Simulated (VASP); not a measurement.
# Zn5O3 (P3m1) in VASP: further runs

Runs on Zn5O3. Level: PBE. Tasks: single point.

All numbers are computed with VASP 6.6.1; they aren't measurements. Logs are shortened: lines on timing, memory, paths and dates and some standing lists are left out, and cuts for length are marked.

## (1) The cell of the first run

It takes space group P3m1 (No. 156, trigonal). Conventional cell: a = 3.205 Å, b = 3.205 Å, c = 12.194 Å, α = 90.00°, β = 90.00°, γ = 120.00°. Zn (site symmetry 3m) has 4 O at 1.97 to 2.00 Å within 2.6 Å. Zn (site symmetry 3m) has 3 O at 2.02 Å within 2.7 Å. Zn (site symmetry 3m) has 4 O at 1.96 to 1.99 Å within 2.6 Å. Zn (site symmetry 3m) has 1 O at 1.97 Å and 3 Zn at 2.63 Å within 2.7 Å. Within 3.5 Å of Zn (site symmetry 3m) lie 12 Zn at 2.63 to 3.21 Å and 3 O at 3.47 Å. Within 2.6 Å of O (site symmetry 3m) lie 4 Zn at 1.96 to 2.00 Å. O (site symmetry 3m) has 4 Zn at 1.97 to 2.02 Å within 2.6 Å. Within 2.6 Å of O (site symmetry 3m) lie 4 Zn at 1.97 to 1.99 Å.

## (2) Single point, PBE

INCAR reads:

```
SYSTEM = Zn5O3
  PREC = Accurate
  ENCUT = 520
  EDIFF = 1E-6
  ISMEAR = 0
  SIGMA = 0.1
  LREAL = .FALSE.
  LASPH = .TRUE.
  NELM = 60
  ALGO = Normal
  ISIF = 2
  LWAVE = .FALSE.
  LCHARG = .FALSE.
  GGA = PE
  NBANDS = 49
```

KPOINTS reads:

```
regular mesh
0
G
  12 12 4
  0 0 0
```

POSCAR reads:

```
Zn5O3
1.0
    3.2053041874      0.0000000000      0.0000000000
   -1.6026520937      2.7758748531      0.0000000000
    0.0000000000      0.0000000000     12.1938395812
Zn O
5 3
Direct
    0.0000000000      0.0000000000      0.4337827698
    0.3333333333      0.6666666667      0.6619705083
    0.3333333333      0.6666666667      0.2114561358
    0.0000000000      0.0000000000      0.9894365541
    0.6666666667      0.3333333333      0.8359323178
    0.3333333333      0.6666666667      0.3725646473
    0.0000000000      0.0000000000      0.5949554359
    0.0000000000      0.0000000000      0.1509016310
```

Potentials or basis: VASP PAW PBE potentials, release 64 (Zn, O).

Command:

```console
> cat potpaw_PBE.64/Zn/POTCAR potpaw_PBE.64/O/POTCAR > POTCAR
> mpirun -np 1 vasp_std > vasp.out
```

OUTCAR:

```text
SYSTEM = Zn5O3
   PREC = Accurate
   ENCUT = 520
   EDIFF = 1E-6
   ISMEAR = 0
   LREAL = .FALSE.
   LASPH = .TRUE.
   NELM = 60
   ISIF = 2
   GGA = PE

 ion  position               nearest neighbor table
   1  0.000  0.000  0.434-   7 1.97   6 2.00   6 2.00   6 2.00
   2  0.333  0.667  0.662-   7 2.02   7 2.02   7 2.02   5 2.82   5 2.82   5 2.82
   3  0.333  0.667  0.211-   6 1.96   8 1.99   8 1.99   8 1.99
   4  0.000  0.000  0.989-   8 1.97   5 2.63   5 2.63   5 2.63
   5  0.667  0.333  0.836-   4 2.63   4 2.63   4 2.63   2 2.82   2 2.82   2 2.82
   6  0.333  0.667  0.373-   3 1.96   1 2.00   1 2.00   1 2.00
   7  0.000  0.000  0.595-   1 1.97   2 2.02   2 2.02   2 2.02
   8  0.000  0.000  0.151-   4 1.97   3 1.99   3 1.99   3 1.99

  LATTYP: Found a hexagonal cell.
 ALAT       =     3.2053041874
 C/A-ratio  =     3.8042690704

  Lattice vectors:

 A1 = (   3.2053041874,   0.0000000000,   0.0000000000)
 A2 = (  -1.6026520937,   2.7758748531,   0.0000000000)
 A3 = (   0.0000000000,   0.0000000000,  12.1938395812)

Analysis of symmetry for initial positions (statically):
=====================================================================
 Subroutine PRICEL returns:
 Original cell was already a primitive cell.

 Routine SETGRP: Setting up the symmetry group for a
 hexagonal supercell.

 Subroutine GETGRP returns: Found  6 space group operations
 (whereof  6 operations were pure point group operations)
 out of a pool of 24 trial point group operations.

The static configuration has the point symmetry C_3v.

Analysis of symmetry for dynamics (positions and initial velocities):
=====================================================================
 Subroutine PRICEL returns:
 Original cell was already a primitive cell.

 Routine SETGRP: Setting up the symmetry group for a
 hexagonal supercell.

 Subroutine GETGRP returns: Found  6 space group operations
 (whereof  6 operations were pure point group operations)
 out of a pool of 24 trial point group operations.

The dynamic configuration has the point symmetry C_3v.

 Subroutine INISYM returns: Found  6 space group operations
 (whereof  6 operations are pure point group operations),
 and found     1 'primitive' translations

----------------------------------------------------------------------------------------

                                     Primitive cell

  volume of cell :     108.4950

  direct lattice vectors                    reciprocal lattice vectors
     3.205304187  0.000000000  0.000000000     0.311982870  0.180123394  0.000000000
    -1.602652094  2.775874853  0.000000000     0.000000000  0.360246788  0.000000000
     0.000000000  0.000000000 12.193839581     0.000000000  0.000000000  0.082008624

  length of vectors
     3.205304187  3.205304187 12.193839581     0.360246788  0.360246788  0.082008624

  position of ions in fractional coordinates (direct lattice)
     0.000000000  0.000000000  0.433782770
     0.333333333  0.666666667  0.661970508
     0.333333333  0.666666667  0.211456136
     0.000000000  0.000000000  0.989436554
     0.666666667  0.333333333  0.835932318
     0.333333333  0.666666667  0.372564647
     0.000000000  0.000000000  0.594955436
     0.000000000  0.000000000  0.150901631

  ion indices of the primitive-cell ions
   primitive index   ion index
                 1           1
                 2           2
                 3           3
                 4           4
                 5           5
                 6           6
                 7           7
                 8           8

----------------------------------------------------------------------------------------

 KPOINTS: regular mesh

Automatic generation of k-mesh.
 Grid dimensions read from file:
 generate k-points for:   12   12    4

 Generating k-lattice:

  Cartesian coordinates                     Fractional coordinates (reciprocal lattice)
     0.025998573  0.015010283  0.000000000     0.083333333  0.000000000  0.000000000
     0.000000000  0.030020566  0.000000000     0.000000000  0.083333333  0.000000000
     0.000000000  0.000000000  0.020502156     0.000000000  0.000000000  0.250000000

  Length of vectors
     0.030020566  0.030020566  0.020502156

  Shift w.r.t. Gamma in fractional coordinates (k-lattice)
     0.000000000  0.000000000  0.000000000

 Subroutine IBZKPT returns following result:
 ===========================================

 Found     69 irreducible k-points:

 Following reciprocal coordinates:
            Coordinates               Weight
  0.000000  0.000000  0.000000      1.000000
  0.083333 -0.000000  0.000000      6.000000
  0.166667 -0.000000  0.000000      6.000000
  0.250000 -0.000000  0.000000      6.000000
  0.333333  0.000000  0.000000      6.000000
  0.416667 -0.000000  0.000000      6.000000
[... 16 lines left out ...]
  0.166667 -0.000000  0.250000      6.000000
  0.000000  0.166667  0.250000      6.000000
 [... further k-points ...]
   k-points           NKPTS =     69   k-points in BZ     NKDIM =     69   number of bands    NBANDS=     49
   number of dos      NEDOS =    301   number of ions     NIONS =      8
   total plane-waves  NPLWV =  55296
   dimension x,y,z NGX =    24 NGY =   24 NGZ =   96
   dimension x,y,z NGXF=    48 NGYF=   48 NGZF=  192
   ions per type =               5   3
   NGX,Y,Z   is equivalent  to a cutoff of  12.45, 12.45, 13.09 a.u.
   NGXF,Y,Z  is equivalent  to a cutoff of  24.90, 24.90, 26.18 a.u.
 SYSTEM =  Zn5O3
   PREC   = accura    normal or accurate (medium, high low for compatibility)
   ISTART =      0    job   : 0-new  1-cont  2-samecut
   ICHARG =      2    charge: 1-file 2-atom 10-const
   ISPIN  =      1    spin polarized calculation?
   LNONCOLLINEAR =      F non collinear calculations
   LSORBIT =      F    spin-orbit coupling
   LASPH  =      T    aspherical Exc in radial PAW
   ENCUT  =  520.0 eV  38.22 Ry    6.18 a.u.   5.96  5.96 22.67*2*pi/ulx,y,z
   NELM   =     60;   NELMIN=  2; NELMDL= -5     # of ELM steps
   EDIFF  = 0.1E-05   stopping-criterion for ELM
   LREAL  =      F    real-space projection
[... 7 lines left out ...]
   TEBEG  =    0.0;   TEEND  =   0.0 temperature during run
   PSTRESS=    0.0 pullay stress
   NELECT =      78.0000    total number of electrons
   NUPDOWN=      -1.0000    fix difference up-down
   EMIN   =  10.00;   EMAX   =-10.00  energy-range for DOS
   EFERMI =   0.00;   METHOD = LEGACY
   ISMEAR =     0;   SIGMA  =   0.10  broadening in eV -4-tet -1-fermi 0-gaus
   EFERMI_NEDOS =   21; number of points for ismear=-14 and -15
   IALGO  =     38    algorithm
   IMIX   =      4    mixing-type and parameters
     AMIX     =   0.40;   BMIX     =  1.00
     AMIX_MAG =   1.60;   BMIX_MAG =  1.00
  volume/ion in A,a.u.               =      13.56        91.52
  Fermi-wavevector in a.u.,A,eV,Ry     =   1.466571  2.771418 29.263835  2.150831
  Thomas-Fermi vector in A             =   2.582293
   LORBIT       =      0    0 simple, 1 ext, 2 COOP (PROOUT), +10 PAW based schemes
   GGA     = PE    functional components
   LHFCALC =     F    Hartree Fock is set to
   AEXX    =    0.0000 exact exchange contribution
   IVDW    =     0    specifies the selected vdW correction
   LEPSILON=     F    determine dielectric tensor
   LRPA    =     F    only Hartree local field effects (RPA)
 non-spin polarized calculation
 Gauss-broadening in eV      SIGMA  =   0.10
  energy-cutoff  :      520.00
  volume of cell :      108.49
 maximum number of plane-waves:      2970
   NGX = 11   NGY = 11   NGZ = 45

 number of electron      78.0000020 magnetization

 Free energy of the ion-electron system (eV)
  ---------------------------------------------------
  ext. energy  EPLUGINS =         0.00000000
  ---------------------------------------------------
  free energy    TOTEN  =       -28.24541808 eV

  energy without entropy =      -28.24267495  energy(sigma->0) =      -28.24404652

 E-fermi :   2.3063     XC(G=0): -10.7972

 val. band max:        2.2750623143   @ k =   0.4167  -0.0000   0.0000
 cond. band min:       2.3067126374   @ k =   0.4167  -0.0000   0.5000
 fundamental gap:      0.0316503231
 Fermi energy:         2.3062622341

 k-point     1 :       0.0000    0.0000    0.0000
  band No.  band energies     occupation
      1     -17.1041      2.00000
      2     -16.7315      2.00000
      3     -16.3944      2.00000
      4      -6.1330      2.00000
      5      -5.4103      2.00000
      6      -5.1242      2.00000
[... 41 lines left out ...]
     48      12.9244      0.00000
     49      13.6391      0.00000

 k-point     2 :       0.0833   -0.0000    0.0000
  band No.  band energies     occupation
      1     -17.0700      2.00000
      2     -16.7009      2.00000
      3     -16.3690      2.00000
      4      -6.0328      2.00000
      5      -5.3883      2.00000
      6      -5.1472      2.00000
[... 41 lines left out ...]
     48      12.7813      0.00000
     49      12.9766      0.00000

 k-point     3 :       0.1667   -0.0000    0.0000
  band No.  band energies     occupation
      1     -16.9753      2.00000
      2     -16.6160      2.00000
      3     -16.2992      2.00000
      4      -5.7773      2.00000
      5      -5.3379      2.00000
      6      -5.1975      2.00000
[... 41 lines left out ...]
     48      11.9507      0.00000
     49      12.6095      0.00000

 k-point     4 :       0.2500   -0.0000    0.0000
  band No.  band energies     occupation
      1     -16.8425      2.00000
      2     -16.4973      2.00000
      3     -16.2024      2.00000
      4      -5.5337      2.00000
      5      -5.3324      2.00000
      6      -5.2241      2.00000
[... 977 lines left out ...]
     48      12.7730      0.00000
     49      13.4557      0.00000

 k-point    23 :       0.1667   -0.0000    0.2500
  band No.  band energies     occupation
      1     -16.9753      2.00000
      2     -16.6162      2.00000
      3     -16.2990      2.00000
      4      -5.7649      2.00000
      5      -5.3531      2.00000
      6      -5.1947      2.00000
[... 41 lines left out ...]
     48      11.6146      0.00000
     49      12.5002      0.00000

 k-point    24 :       0.0000    0.1667    0.2500
  band No.  band energies     occupation
      1     -16.9753      2.00000
      2     -16.6162      2.00000
      3     -16.2991      2.00000
      4      -5.7670      2.00000
      5      -5.3464      2.00000
      6      -5.1983      2.00000
[... 41 lines left out ...]
     48      11.6064      0.00000
     49      12.3451      0.00000

 [... further k-points ...]
[... 5 lines left out ...]
  --------------------------------------------------------------------------------------
  -------------------------------------------------------------------------------------
  Total        0.4419234      0.4419234      0.5425016      0.0000000      0.0000000      0.0000000
  in kB        6.5260140      6.5260140      8.0112820      0.0000000      0.0000000      0.0000000
  external PRESSURE =       7.0211033 kB  Pullay stress =       0.0000000 kB

 VOLUME and BASIS-vectors are now :
 -----------------------------------------------------------------------------
  energy-cutoff  :      520.00
  volume of cell :      108.49
      direct lattice vectors                 reciprocal lattice vectors
     3.205304187  0.000000000  0.000000000     0.311982870  0.180123394  0.000000000
    -1.602652094  2.775874853  0.000000000     0.000000000  0.360246788  0.000000000
     0.000000000  0.000000000 12.193839581     0.000000000  0.000000000  0.082008624

 POSITION                                       TOTAL-FORCE (eV/Angst)
 -----------------------------------------------------------------------------------
      0.00000      0.00000      5.28948        -0.000000      0.000000      0.002482
     -0.00000      1.85058      8.07196        -0.000000     -0.000000      0.050166
     -0.00000      1.85058      2.57846         0.000000     -0.000000      0.000650
      0.00000      0.00000     12.06503         0.000000     -0.000000     -0.057138
      1.60265      0.92529     10.19322         0.000000     -0.000000     -0.008805
     -0.00000      1.85058      4.54299         0.000000      0.000000      0.000273
      0.00000      0.00000      7.25479         0.000000      0.000000      0.007012
      0.00000      0.00000      1.84007         0.000000     -0.000000      0.005360
 -----------------------------------------------------------------------------------
    total drift:                                0.000000     -0.000000     -0.001569

  FREE ENERGIE OF THE ION-ELECTRON SYSTEM (eV)
  ---------------------------------------------------
  free  energy   TOTEN  =       -28.2454180832 eV

  energy  without entropy=      -28.2426749486  energy(sigma->0) =      -28.24404652
```

It took 3.9 min on 1 thread of AMD EPYC 9R45 (Zen 5), shared host; peak memory 0.37 GiB.

Results:

```
Free energy            : -28.2454 eV
Pressure               : 0.7 GPa
Largest force          : 0.057 eV/Å
Band gap on the k mesh : zero (bands 39 and 40 overlap by 0.61 eV)
```

Forces in eV/Å, atoms in the order of the input:
```
Zn   0.000  0.000  0.002
Zn   0.000  0.000  0.050
Zn   0.000  0.000  0.001
Zn   0.000  0.000 -0.057
Zn   0.000  0.000 -0.009
O    0.000  0.000  0.000
O    0.000  0.000  0.007
O    0.000  0.000  0.005
```

Caveat: semilocal functionals underestimate gaps, and a narrow one can read as zero.

[end of part 1 of 2]

The gap in the log of VASP goes by the Fermi energy; the results here count the filled bands.